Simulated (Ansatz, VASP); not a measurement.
Two plane-wave programs on Na

Contents of POSCAR:

```
Na
1.0
   -2.1125000000      2.1125000000      2.1125000000
    2.1125000000     -2.1125000000      2.1125000000
    2.1125000000      2.1125000000     -2.1125000000
Na
1
Direct
    0.0000000000      0.0000000000      0.0000000000
```

Contents of INCAR.step1:

```
  PREC = Accurate
  ENCUT = 520
  ISMEAR = 0
  SIGMA = 0.3
  LREAL = False
  LASPH = True
  NELM = 80
  NBANDS = 10
  GGA = PE
  ALGO = Normal
  EDIFF = 1E-4
  LWAVE = True
  LCHARG = False
```

INCAR.step2

```
  PREC = Accurate
  ENCUT = 520
  EDIFF = 1E-6
  ISMEAR = 0
  SIGMA = 0.3
  LREAL = False
  LASPH = True
  NELM = 80
  ALGO = Normal
  ISIF = 2
  LWAVE = False
  LCHARG = False
  METAGGA = R2SCAN
  LMIXTAU = True
  NBANDS = 10
  ISTART = 1
```

The input KPOINTS:

```
Automatic mesh
0
Gamma
  11 11 11
```

Input for Ansatz:

```yaml
crystal:
  lattice:
    - [-2.1125, 2.1125, 2.1125]
    - [2.1125, -2.1125, 2.1125]
    - [2.1125, 2.1125, -2.1125]
  atoms:
    - { symbol: Na, position: [0.0, 0.0, 0.0] }
hamiltonian:
  xc: r2scan
  pseudopotentials:
    kind: paw
    azcp:
      Na: "pseudopotentials/Na.paw.azcp"
basis:
  ecutwfc: 500
  fft_grid_basis: typed
kpoints:
  mp_grid: { grid: [11, 11, 11], shift: [0, 0, 0] }
magnetization:
  spin_polarized: false
scf:
  occupations: { method: gaussian, width: 0.3 }
  lower_state_search: "off"
output:
  stress: true
  write_density: true
  write_potential: true
  elf: true
  volumetric_format: npy
```

Alike in both runs: task single point; functional r2SCAN; k mesh 11 × 11 × 11; occupations gaussian, width 0.3 eV; no spin polarisation.

|  | VASP | Ansatz |
| --- | --- | --- |
| version | VASP 6.6.1 | Ansatz 0.2.0 |
| potentials or method | VASP PAW PBE potentials, release 64 (Na_pv), cutoff 520 eV | plane waves (500 eV) with PAW, scalar-relativistic |
| valence electrons in the cell | 7 | 9 |

```tsv
	VASP	Ansatz	Ansatz less VASP
pressure (GPa)	0.1	0.0	-0.09
```

VASP's potentials were made for PBE, not for r2SCAN. VASP's potentials hold 7 valence electrons a cell and Ansatz's 9, so a difference there can come from the potentials and not from the codes.
